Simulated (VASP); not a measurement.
# PbSe (Pm-3m) in VASP: a series of runs

The runs below take PbSe through single point, with LDA.

All numbers are computed with VASP 6.6.1; they aren't measurements. Logs are shortened: lines on timing, memory, paths and dates and some standing lists are left out, and cuts for length are marked.

### 1 The cell of the first run

The structure is cubic, space group Pm-3m (No. 221). The conventional cell has a = 3.733 Å, b = 3.733 Å, c = 3.733 Å, α = 90.00°, β = 90.00°, γ = 90.00°. Within 4.3 Å of Pb (site symmetry m-3m) lie 8 Se at 3.23 Å and 6 Pb at 3.73 Å. Within 4.3 Å of Se (site symmetry m-3m) lie 8 Pb at 3.23 Å and 6 Se at 3.73 Å.

### 2 Single point, LDA

The input, INCAR:

```
ALGO     = Normal         # electronic algorithm
EDIFF    = 1E-6           # SCF threshold, eV
ENCUT    = 500            # plane-wave cutoff, eV
GGA_COMPAT= False        
ISIF     = 2              # what is computed and relaxed
ISMEAR   = -1             # smearing method
LASPH    = True           # aspherical terms in the spheres
LCHARG   = False          # write CHGCAR
LREAL    = False          # projectors in reciprocal space
LWAVE    = False          # write WAVECAR
NBANDS   = 17             # bands
NELM     = 120            # most SCF steps
PREC     = Accurate       # precision mode
SIGMA    = 0.05           # smearing width, eV
```

The input, KPOINTS:

```
k-points
0
Gamma
  6 6 6
```

The input, POSCAR:

```
PbSe
1.0
    3.7331742709      0.0000000000      0.0000000000
    0.0000000000      3.7331742709      0.0000000000
    0.0000000000      0.0000000000      3.7331742709
Pb Se
1 1
Direct
    0.0000000000      0.0000000000      0.0000000000
    0.5000000000      0.5000000000      0.5000000000
```

Potentials or basis: VASP PAW LDA potentials, release 64 (Pb_d, Se).

Command:

```console
$ cat potpaw_LDA.64/Pb_d/POTCAR potpaw_LDA.64/Se/POTCAR > POTCAR
$ mpirun -np 1 vasp_std > vasp.out
```

OUTCAR:

```text
EDIFF = 1E-6
   ENCUT = 500
   ISIF = 2
   ISMEAR = -1
   LASPH = True
   LREAL = False
   NELM = 120
   PREC = Accurate

 ion  position               nearest neighbor table
   1  0.000  0.000  0.000-   2 3.23   2 3.23   2 3.23   2 3.23   2 3.23   2 3.23   2 3.23   2 3.23

   2  0.500  0.500  0.500-   1 3.23   1 3.23   1 3.23   1 3.23   1 3.23   1 3.23   1 3.23   1 3.23

  LATTYP: Found a simple cubic cell.
 ALAT       =     3.7331742709

  Lattice vectors:

 A1 = (   3.7331742709,   0.0000000000,   0.0000000000)
 A2 = (   0.0000000000,   3.7331742709,   0.0000000000)
 A3 = (   0.0000000000,   0.0000000000,   3.7331742709)

Analysis of symmetry for initial positions (statically):
=====================================================================
 Subroutine PRICEL returns:
 Original cell was already a primitive cell.

 Routine SETGRP: Setting up the symmetry group for a
 simple cubic supercell.

 Subroutine GETGRP returns: Found 48 space group operations
 (whereof 48 operations were pure point group operations)
 out of a pool of 48 trial point group operations.

The static configuration has the point symmetry O_h .

Analysis of symmetry for dynamics (positions and initial velocities):
=====================================================================
 Subroutine PRICEL returns:
 Original cell was already a primitive cell.

 Routine SETGRP: Setting up the symmetry group for a
 simple cubic supercell.

 Subroutine GETGRP returns: Found 48 space group operations
 (whereof 48 operations were pure point group operations)
 out of a pool of 48 trial point group operations.

The dynamic configuration has the point symmetry O_h .

 Subroutine INISYM returns: Found 48 space group operations
 (whereof 48 operations are pure point group operations),
 and found     1 'primitive' translations

----------------------------------------------------------------------------------------

                                     Primitive cell

  volume of cell :      52.0277

  direct lattice vectors                    reciprocal lattice vectors
     3.733174271  0.000000000  0.000000000     0.267868556  0.000000000  0.000000000
     0.000000000  3.733174271  0.000000000     0.000000000  0.267868556  0.000000000
     0.000000000  0.000000000  3.733174271     0.000000000  0.000000000  0.267868556

  length of vectors
     3.733174271  3.733174271  3.733174271     0.267868556  0.267868556  0.267868556

  position of ions in fractional coordinates (direct lattice)
     0.000000000  0.000000000  0.000000000
     0.500000000  0.500000000  0.500000000

  ion indices of the primitive-cell ions
   primitive index   ion index
                 1           1
                 2           2

----------------------------------------------------------------------------------------

 KPOINTS: k-points

Automatic generation of k-mesh.
 Grid dimensions read from file:
 generate k-points for:    6    6    6

 Generating k-lattice:

  Cartesian coordinates                     Fractional coordinates (reciprocal lattice)
     0.044644759  0.000000000  0.000000000     0.166666667  0.000000000  0.000000000
     0.000000000  0.044644759  0.000000000     0.000000000  0.166666667  0.000000000
     0.000000000  0.000000000  0.044644759     0.000000000  0.000000000  0.166666667

  Length of vectors
     0.044644759  0.044644759  0.044644759

  Shift w.r.t. Gamma in fractional coordinates (k-lattice)
     0.000000000  0.000000000  0.000000000

 Subroutine IBZKPT returns following result:
 ===========================================

 Found     20 irreducible k-points:

 Following reciprocal coordinates:
            Coordinates               Weight
  0.000000  0.000000  0.000000      1.000000
  0.166667  0.000000  0.000000      6.000000
  0.333333  0.000000  0.000000      6.000000
  0.500000  0.000000  0.000000      3.000000
  0.166667  0.166667  0.000000     12.000000
  0.333333  0.166667  0.000000     24.000000
[... 12 lines left out ...]
  0.500000  0.500000  0.333333      6.000000
  0.500000  0.500000  0.500000      1.000000
   k-points           NKPTS =     20   k-points in BZ     NKDIM =     20   number of bands    NBANDS=     17
   number of dos      NEDOS =    301   number of ions     NIONS =      2
   total plane-waves  NPLWV =  21952
   dimension x,y,z NGX =    28 NGY =   28 NGZ =   28
   dimension x,y,z NGXF=    56 NGYF=   56 NGZF=   56
   ions per type =               1   1
   NGX,Y,Z   is equivalent  to a cutoff of  12.47, 12.47, 12.47 a.u.
   NGXF,Y,Z  is equivalent  to a cutoff of  24.94, 24.94, 24.94 a.u.
 SYSTEM =  unknown system
   PREC   = accura    normal or accurate (medium, high low for compatibility)
   ISTART =      0    job   : 0-new  1-cont  2-samecut
   ICHARG =      2    charge: 1-file 2-atom 10-const
   ISPIN  =      1    spin polarized calculation?
   LNONCOLLINEAR =      F non collinear calculations
   LSORBIT =      F    spin-orbit coupling
   LASPH  =      T    aspherical Exc in radial PAW
   ENCUT  =  500.0 eV  36.75 Ry    6.06 a.u.   6.81  6.81  6.81*2*pi/ulx,y,z
   NELM   =    120;   NELMIN=  2; NELMDL= -5     # of ELM steps
   EDIFF  = 0.1E-05   stopping-criterion for ELM
   LREAL  =      F    real-space projection
   EDIFFG = 0.1E-04   stopping-criterion for IOM
   NSW    =      0    number of steps for IOM
   IBRION =     -1    ionic relax: 0-MD 1-quasi-New 2-CG
   NFREE  =      0    steps in history (QN), initial steepest desc. (CG)
   ISIF   =      2    stress and relaxation
   ISYM   =      2    0-nonsym 1-usesym 2-fastsym
   POTIM  = 0.5000    time-step for ionic-motion
   TEBEG  =    0.0;   TEEND  =   0.0 temperature during run
   PSTRESS=    0.0 pullay stress
   NELECT =      20.0000    total number of electrons
   NUPDOWN=      -1.0000    fix difference up-down
   EMIN   =  10.00;   EMAX   =-10.00  energy-range for DOS
   EFERMI =   0.00;   METHOD = LEGACY
   ISMEAR =    -1;   SIGMA  =   0.05  broadening in eV -4-tet -1-fermi 0-gaus
   EFERMI_NEDOS =   21; number of points for ismear=-14 and -15
   IALGO  =     38    algorithm
   IMIX   =      4    mixing-type and parameters
     AMIX     =   0.40;   BMIX     =  1.00
     AMIX_MAG =   1.60;   BMIX_MAG =  1.00
  volume/ion in A,a.u.               =      26.01       175.55
  Fermi-wavevector in a.u.,A,eV,Ry     =   1.190346  2.249428 19.278417  1.416924
  Thomas-Fermi vector in A             =   2.326433
   LORBIT       =      0    0 simple, 1 ext, 2 COOP (PROOUT), +10 PAW based schemes
   GGA     = CA    functional components
   LHFCALC =     F    Hartree Fock is set to
   AEXX    =    0.0000 exact exchange contribution
   IVDW    =     0    specifies the selected vdW correction
   LEPSILON=     F    determine dielectric tensor
   LRPA    =     F    only Hartree local field effects (RPA)
 non-spin polarized calculation
  energy-cutoff  :      500.00
  volume of cell :       52.03
 maximum number of plane-waves:      1357
 NGX is ok and might be reduce to    28
   NGX = 13   NGY = 13   NGZ = 13

 number of electron      20.0000004 magnetization

 Free energy of the ion-electron system (eV)
  ---------------------------------------------------
  ext. energy  EPLUGINS =         0.00000000
  ---------------------------------------------------
  free energy    TOTEN  =        -9.02300158 eV

  energy without entropy =       -9.01364983  energy(sigma->0) =       -9.01832571

 E-fermi :   5.6054     XC(G=0): -10.4253

 val. band max:        5.6050032931   @ k =   0.5000   0.5000   0.0000
 cond. band min:       5.6735859863   @ k =   0.5000   0.0000   0.0000
 fundamental gap:      0.0685826932
 Fermi energy:         5.6054209407

 k-point     1 :       0.0000    0.0000    0.0000
  band No.  band energies     occupation
      1     -11.2109      2.00000
      2     -11.2109      2.00000
      3     -11.0415      2.00000
      4     -11.0415      2.00000
      5     -11.0415      2.00000
      6      -7.8619      2.00000
[... 9 lines left out ...]
     16      17.4274      0.00000
     17      18.6441      0.00000

 k-point     2 :       0.1667    0.0000    0.0000
  band No.  band energies     occupation
      1     -11.2088      2.00000
      2     -11.1773      2.00000
      3     -11.0542      2.00000
      4     -11.0542      2.00000
      5     -11.0403      2.00000
      6      -7.6474      2.00000
[... 9 lines left out ...]
     16      17.2651      0.00000
     17      17.9416      0.00000

 k-point     3 :       0.3333    0.0000    0.0000
  band No.  band energies     occupation
      1     -11.2046      2.00000
      2     -11.1106      2.00000
      3     -11.0795      2.00000
      4     -11.0795      2.00000
      5     -11.0380      2.00000
      6      -7.1000      2.00000
[... 9 lines left out ...]
     16      15.6936      0.00000
     17      18.4613      0.00000

 k-point     4 :       0.5000    0.0000    0.0000
  band No.  band energies     occupation
      1     -11.2026      2.00000
      2     -11.0922      2.00000
      3     -11.0922      2.00000
      4     -11.0775      2.00000
      5     -11.0369      2.00000
      6      -6.7121      2.00000
[... 9 lines left out ...]
     16      18.7538      0.00000
     17      19.1976      0.00000
[... 263 lines left out ...]
      1     -11.1532      2.00000
      2     -11.1361      2.00000
      3     -11.1183      2.00000
      4     -11.0428      2.00000
      5     -11.0069      2.00000
      6      -5.9145      2.00000
[... 9 lines left out ...]
     16      17.6782      0.00000
     17      20.9327      0.00000

 k-point    19 :       0.5000    0.5000    0.3333
  band No.  band energies     occupation
      1     -11.1642      2.00000
      2     -11.1339      2.00000
      3     -11.1339      2.00000
      4     -11.0242      2.00000
      5     -10.9871      2.00000
      6      -5.8126      2.00000
[... 9 lines left out ...]
     16      18.7011      0.00000
     17      21.6764      0.00000

 k-point    20 :       0.5000    0.5000    0.5000
  band No.  band energies     occupation
      1     -11.1510      2.00000
      2     -11.1510      2.00000
      3     -11.1510      2.00000
      4     -10.9863      2.00000
      5     -10.9863      2.00000
      6      -5.7486      2.00000
[... 9 lines left out ...]
     16      19.7330      0.00000
     17      23.2571      0.00000

------------------------ aborting loop because EDIFF is reached ----------------------------------------

  FORCE on cell =-STRESS in cart. coord.  units (eV):
  Direction    XX          YY          ZZ          XY          YZ          ZX
  --------------------------------------------------------------------------------------
  -------------------------------------------------------------------------------------
  Total       -0.9549473     -0.9549473     -0.9549473      0.0000000      0.0000000      0.0000000
  in kB      -29.4073024    -29.4073024    -29.4073024      0.0000000      0.0000000      0.0000000
  external PRESSURE =     -29.4073024 kB  Pullay stress =       0.0000000 kB

 VOLUME and BASIS-vectors are now :
 -----------------------------------------------------------------------------
  energy-cutoff  :      500.00
  volume of cell :       52.03
      direct lattice vectors                 reciprocal lattice vectors
     3.733174271  0.000000000  0.000000000     0.267868556  0.000000000  0.000000000
     0.000000000  3.733174271  0.000000000     0.000000000  0.267868556  0.000000000
     0.000000000  0.000000000  3.733174271     0.000000000  0.000000000  0.267868556

 POSITION                                       TOTAL-FORCE (eV/Angst)
 -----------------------------------------------------------------------------------
      0.00000      0.00000      0.00000         0.000000      0.000000      0.000000
      1.86659      1.86659      1.86659         0.000000      0.000000      0.000000
 -----------------------------------------------------------------------------------
    total drift:                               -0.000000      0.000000     -0.000000

  FREE ENERGIE OF THE ION-ELECTRON SYSTEM (eV)
  ---------------------------------------------------
  free  energy   TOTEN  =        -9.0230015819 eV

  energy  without entropy=       -9.0136498311  energy(sigma->0) =       -9.01832571
```

It took 22 s on 1 thread of Intel Xeon 8259CL, shared host; peak memory 0.15 GiB.

Results:

| Item | Value |
| --- | --- |
| Free energy | -9.0230 eV |
| Pressure | -2.9 GPa |
| Band gap on the k mesh | zero (bands 10 and 11 overlap by 0.94 eV) |

Caveat: spin-orbit coupling is left out, which moves the levels of the heavy elements.

### 3 Single point, LDA

This run uses another cell than the first one, of 27.10 Å³/atom.

The input, INCAR:

```
SYSTEM = PbSe
PREC = Accurate ; ENCUT = 500
EDIFF = 1E-6 ; ISMEAR = -1
SIGMA = 0.05 ; LREAL = .FALSE.
LASPH = .TRUE. ; NELM = 120
ALGO = Normal ; ISIF = 2
LWAVE = .FALSE. ; LCHARG = .FALSE.
GGA = CA ; NBANDS = 17
GGA_COMPAT = .FALSE.
```

The input, KPOINTS:

```
regular mesh
0
G
  6 6 6
  0 0 0
```

The input, POSCAR:

```
PbSe
1.0
    3.7843200000      0.0000000000      0.0000000000
    0.0000000000      3.7843200000      0.0000000000
    0.0000000000      0.0000000000      3.7843200000
Pb Se
1 1
Direct
    0.0000000000      0.0000000000      0.0000000000
    0.5000000000      0.5000000000      0.5000000000
```

Potentials or basis: VASP PAW LDA potentials, release 64 (Pb_d, Se).

Command:

```console
$ cat potpaw_LDA.64/Pb_d/POTCAR potpaw_LDA.64/Se/POTCAR > POTCAR
$ mpirun -np 1 vasp_std > vasp.out
```

Run time: 25 s. Hardware: 1 thread of Intel Xeon 8259CL, shared host; peak memory 0.15 GiB.

The run converged. Its results:

```yaml
Free_energy: -8.9715 eV
Pressure: -4.7 GPa
Band_gap_on_the_k_mesh: zero (bands 10 and 11 overlap by 0.79 eV)
```

Levels at points of the mesh, in eV from the Fermi level:
| k point | band 8 | band 9 | band 10 | band 11 | band 12 | band 13 |
| --- | --- | --- | --- | --- | --- | --- |
| (0.00, 0.00, 0.00) | -1.50 | -1.50 | -1.50 | 5.10 | 5.10 | 5.96 |
| (0.50, 0.00, 0.00) | -0.28 | -0.27 | -0.27 | 0.00 | 3.32 | 3.32 |
| (0.50, 0.50, 0.00) | -4.36 | -4.36 | -0.01 | 4.03 | 4.03 | 4.88 |
| (0.50, 0.50, 0.50) | -2.33 | -2.33 | -2.33 | -0.67 | -0.67 | -0.67 |

Caveat: the cell stands under tension; semilocal functionals underestimate gaps, so a narrow gap can read as zero; spin-orbit coupling is left out, which moves the levels of the heavy elements.

### 4 Single point, LDA

This run uses another cell than the first one, of 28.18 Å³/atom.

The input, INCAR:

```
SYSTEM = PbSe
PREC     = Accurate       ! precision mode
ENCUT    = 500            ! plane-wave cutoff, eV
EDIFF    = 1E-6           ! SCF threshold, eV
ISMEAR   = -1             ! smearing method
SIGMA    = 0.05           ! smearing width, eV
LREAL    = .False.        ! projectors in reciprocal space
LASPH    = .True.         ! aspherical terms in the spheres
NELM     = 120            ! most SCF steps
ALGO     = Normal         ! electronic algorithm
ISIF     = 2              ! what is computed and relaxed
LWAVE    = .False.        ! write WAVECAR
LCHARG   = .True.         ! write CHGCAR
LELF     = .True.         ! ELF
LVHAR    = .True.       
NBANDS   = 17             ! bands
GGA_COMPAT= .False.
```

The input, KPOINTS:

```
regular mesh
0
Gamma
  6 6 6
  0 0 0
```

The input, POSCAR:

```
PbSe
1.0
    3.8341193951      0.0000000000      0.0000000000
    0.0000000000      3.8341193951      0.0000000000
    0.0000000000      0.0000000000      3.8341193951
Pb Se
1 1
Direct
    0.0000000000      0.0000000000      0.0000000000
    0.5000000000      0.5000000000      0.5000000000
```

Command:

```console
$ cat potpaw_LDA.64/Pb_d/POTCAR potpaw_LDA.64/Se/POTCAR > POTCAR
$ mpirun -np 1 vasp_std > vasp.out
```

Wall time 26 s (1 thread of Intel Xeon 8259CL, shared host); peak memory 0.15 GiB.

It converged, with:

```yaml
Free_energy: -8.8989 eV
Pressure: -6.1 GPa
Band_gap_on_the_k_mesh: zero (bands 10 and 11 overlap by 0.65 eV)
```

Levels at points of the mesh, in eV from the Fermi level:
| k point | band 7 | band 8 | band 9 | band 10 | band 11 | band 12 | band 13 | band 14 |
| --- | --- | --- | --- | --- | --- | --- | --- | --- |
| (0.00, 0.00, 0.00) | -7.25 | -1.44 | -1.44 | -1.44 | 5.11 | 5.11 | 5.66 | 5.66 |
| (0.50, 0.00, 0.00) | -8.89 | -0.38 | -0.27 | -0.27 | -0.06 | 3.21 | 3.21 | 6.53 |
| (0.50, 0.50, 0.00) | -7.54 | -4.17 | -4.17 | -0.01 | 3.86 | 3.86 | 4.65 | 6.63 |
| (0.50, 0.50, 0.50) | -6.59 | -2.22 | -2.22 | -2.22 | -0.61 | -0.61 | -0.61 | 13.23 |

Caveat: the cell stands under tension; semilocal functionals underestimate gaps, so a narrow gap can read as zero; spin-orbit coupling is left out, which moves the levels of the heavy elements.

### 5 The runs side by side

| cell | gap on the mesh (eV) | pressure (GPa) |
| --- | --- | --- |
| a = 3.733 Å, 2 atoms | none | -2.9 |
| a = 3.784 Å, 2 atoms | none | -4.7 |
| a = 3.834 Å, 2 atoms | none | -6.1 |

Alike in all rows: task single point; level LDA; potentials or basis VASP PAW LDA potentials, release 64 (Pb_d, Se); no spin polarisation; k mesh 6 × 6 × 6; cutoff (eV) 500; smearing fermi-dirac 0.05 eV.

Caveats: spin-orbit coupling is left out, which moves the levels of the heavy elements; the cell stands under tension (at least some runs); semilocal functionals underestimate gaps, so a narrow gap can read as zero (at least some runs).

Total energies depend on the potentials used, so only differences within one code and one set of settings carry meaning.
